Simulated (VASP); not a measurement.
**AlRu (CsCl type): single point with PBE**

AlRu (CsCl type):

```xyz
2
Lattice="2.6929 0.0000 0.0000 0.0000 2.6929 0.0000 0.0000 0.0000 2.6929" Properties=species:S:1:pos:R:3 pbc="T T T"
Ru    0.0000    0.0000    0.0000
Al    1.3464    1.3464    1.3464
```

This cell differs from its parent crystal: volume scaled by 0.72.

```yaml
Program: VASP 6.6.1
Task: single point
Functional: PBE
Potentials_or_basis: VASP PAW PBE potentials, release 64 (Ru_pv, Al)
Cutoff: 520 eV
k_mesh: 13 × 13 × 13
Occupations: fermi-dirac, width 0.1 eV
Spin: no spin polarisation
Dipole_correction: no
Further_INCAR_settings: ALGO = Normal; EDIFF = 1e-06; NBANDS = 16
```

The pressure is 136.5 GPa.

Levels at points of the mesh, in eV from the Fermi level:
```csv
k point,band 6,band 7,band 8,band 9,band 10,band 11,band 12,band 13
"(0.00, 0.00, 0.00)",-5.78,0.22,0.22,0.22,7.79,7.79,7.79,12.14
```

Run time: 9.4 s on 1 thread of Intel(R) Xeon(R) 6975P-C (Granite Rapids), with other jobs on the host, peak memory 0.14 GiB.
